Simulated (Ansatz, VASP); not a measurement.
## Two plane-wave programs on Si

```
CELL_PARAMETERS angstrom
-3.35079 3.25175 1.90836
3.35079 -3.25175 1.90836
3.35079 3.25175 -1.90836
ATOMIC_POSITIONS crystal
Si 0.17884 0.17884 0.35769
Si 0.82116 0.82116 0.64231
Si 0.17884 0.82116 0.00000
Si 0.82116 0.17884 0.00000
```

Change from the starting cell: strain +0.0150 x Voigt [1, -1, 0, 0, 0, 0], atoms carried along.

Alike in both runs: task single point; functional LDA; k mesh 10 × 10 × 10; occupations gaussian, width 0.03 eV; no spin polarisation.

```csv
,VASP,Ansatz
version,VASP 6.6.1,Ansatz 0.2.0
potentials or method,"VASP PAW LDA potentials, release 64 (Si), cutoff 520 eV","scalar-relativistic, plane waves, PAW"
valence electrons in the cell,16,16
```

|  | VASP | Ansatz | Ansatz less VASP |
| --- | --- | --- | --- |
| gap on the k mesh at the Fermi level (eV) | 0.11 | 0.12 | +0.004 |
| least direct gap on the mesh (eV) | 0.18 | 0.18 | 0.000 |
| pressure (GPa) | 0.2 | 0.1 | -0.03 |
| traceless stress, the component that is largest in VASP (GPa) | 3.00 | 2.98 | -0.021 |
| rms of the force components (eV/Å) | 0.198 | 0.197 | -0.0005 |

LDA's correlation is that of Perdew and Zunger in VASP and of Perdew and Wang (1992) in Ansatz. Atom by atom the forces differ by 0.002 eV/Å (rms over components).
